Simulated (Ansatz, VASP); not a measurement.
One calculation of Zr, two programs

```
CELL_PARAMETERS angstrom
-1.76132 1.76132 1.76132
1.76132 -1.76132 1.76132
1.76132 1.76132 -1.76132
ATOMIC_POSITIONS crystal
Zr 0.00000 0.00000 0.00000
```

Change from the starting cell: volume scaled by 1, PAW files.

Alike in both runs: task single point; functional PBEsol; k mesh 15 × 15 × 15; occupations fermi-dirac, width 0.08 eV; no spin polarisation.

|  | VASP | Ansatz |
| --- | --- | --- |
| version | VASP 6.6.1 | Ansatz 0.2.0 |
| potentials or method | VASP PAW PBE potentials, release 64 (Zr_sv) | PAW with Ansatz's default frozen-core files, scalar-relativistic |
| plane-wave cutoff (eV) | 500 | 420 |
| valence electrons in the cell | 12 | 12 |

```tsv
	VASP	Ansatz	Ansatz less VASP
pressure (GPa)	0.1	0.0	-0.11
```

VASP's potentials were made for PBE, not for PBEsol.
